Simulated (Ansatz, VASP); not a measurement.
# Ba2Be in VASP and in Ansatz

```
Ba Be
1.0
    -2.01727    2.01727    7.67660
     2.01727   -2.01727    7.67660
     2.01727    2.01727   -7.67660
Ba Be
2 1
Direct
  0.61979 0.61979 0.00000
  0.38021 0.38021 0.00000
  0.00000 0.00000 0.00000
```

Alike in both runs: functional r2SCAN; k mesh 6 × 6 × 6; occupations gaussian, width 0.1 eV; no spin polarisation.

Ansatz relaxed the structure, and its values are those at the end. VASP's run is a single point on that final structure, the one shown.

```csv
,VASP,Ansatz
version,VASP 6.6.1,Ansatz 0.2.0
potentials or method,"VASP PAW PBE potentials, release 64 (Ba_sv, Be), cutoff 520 eV","scalar-relativistic, plane waves, PAW"
valence electrons in the cell,22,22
```

Ansatz gave:

| Item | Value |
| --- | --- |
| gap on the k mesh at the Fermi level (eV) | none |
| pressure (GPa) | 0.0 |
| rms of the force components (eV/Å) | 0.000 |

Estimate VASP's values.

gap on the k mesh at the Fermi level (eV): none; pressure (GPa): 0.2; rms of the force components (eV/Å): 0.026.

VASP's potentials were made for PBE, not for r2SCAN. A gap of «none» marks a metal or a gap that the smearing closes.

The k mesh is coarse, so the values compare programs but aren't converged. Spin-orbit coupling is off throughout.
